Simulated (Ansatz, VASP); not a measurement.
**One calculation of AgCl, two programs**

File INCAR:

```
PREC = Accurate
ENCUT = 600
EDIFF = 1E-6
ISMEAR = 0
SIGMA = 0.1
LREAL = False
LASPH = True
NELM = 100
ALGO = Normal
ISIF = 3
LWAVE = False
LCHARG = False
GGA = PE
IBRION = 2
NSW = 100
EDIFFG = -0.01
```

KPOINTS

```
Automatic mesh
0
Gamma
  6 6 10
```

File POSCAR:

```
AgCl
1.0
    6.0484197526      0.0000000000      0.0000000000
   -3.0242098763      5.2380851585      0.0000000000
    0.0000000000      0.0000000000      4.2897252905
Ag Cl
3 3
Direct
    0.5000000000      0.0000000000      0.0000000000
    0.5000000000      0.5000000000      0.0000000000
    0.0000000000      0.5000000000      0.0000000000
    0.0000000000      0.0000000000      0.0000000000
    0.3333333333      0.6666666667      0.5000000000
    0.6666666667      0.3333333333      0.5000000000
```

Input for Ansatz:

```yaml
crystal:
  lattice:
    - [6.0484197526, 0.0, 0.0]
    - [-3.0242098763, 5.2380851585, 0.0]
    - [0.0, 0.0, 4.2897252905]
  atoms:
    - { symbol: Ag, position: [0.5, 0.0, 0.0] }
    - { symbol: Ag, position: [0.5, 0.5, 0.0] }
    - { symbol: Ag, position: [0.0, 0.5, 0.0] }
    - { symbol: Cl, position: [0.0, 0.0, 0.0] }
    - { symbol: Cl, position: [0.3333333333, 0.6666666667, 0.5] }
    - { symbol: Cl, position: [0.6666666667, 0.3333333333, 0.5] }
basis:
  ecutwfc: 420
kpoints:
  mp_grid: { grid: [6, 6, 10] }
hamiltonian:
  xc: pbe
scf:
  occupations: { method: gaussian, width: 0.1 }
output:
  forces: true
  stress: true
  eigenvalues: true
relax:
  adjacent_minimum: "off"
  f_tol: 0.01
  max_steps: 80
  cell: { stress_tol: 0.05 }
```

Alike in both runs: task relaxation of cell and atoms; functional PBE; k mesh 6 × 6 × 10; occupations gaussian, width 0.1 eV; no spin polarisation.

```csv
,VASP,Ansatz
version,VASP 6.6.1,Ansatz 0.2.0
potentials or method,"VASP PAW PBE potentials, release 64 (Ag, Cl), cutoff 600 eV","scalar-relativistic, plane waves, PAW"
valence electrons in the cell,54,78
```

|  | VASP | Ansatz | Ansatz less VASP |
| --- | --- | --- | --- |
| gap on the k mesh at the Fermi level, each at its own relaxed structure (eV) | none | none | - |
| relaxed volume (Å³/atom) | 22.63 | 22.69 | +0.059 |
| relaxed length of the cell vector where the two differ most in proportion (Å) | 6.049 | 6.055 | +0.0067 |

A gap of «none» marks a metal or a gap that the smearing closes. VASP's potentials hold 54 valence electrons a cell and Ansatz's 78, so a difference there can come from the potentials and not from the codes.
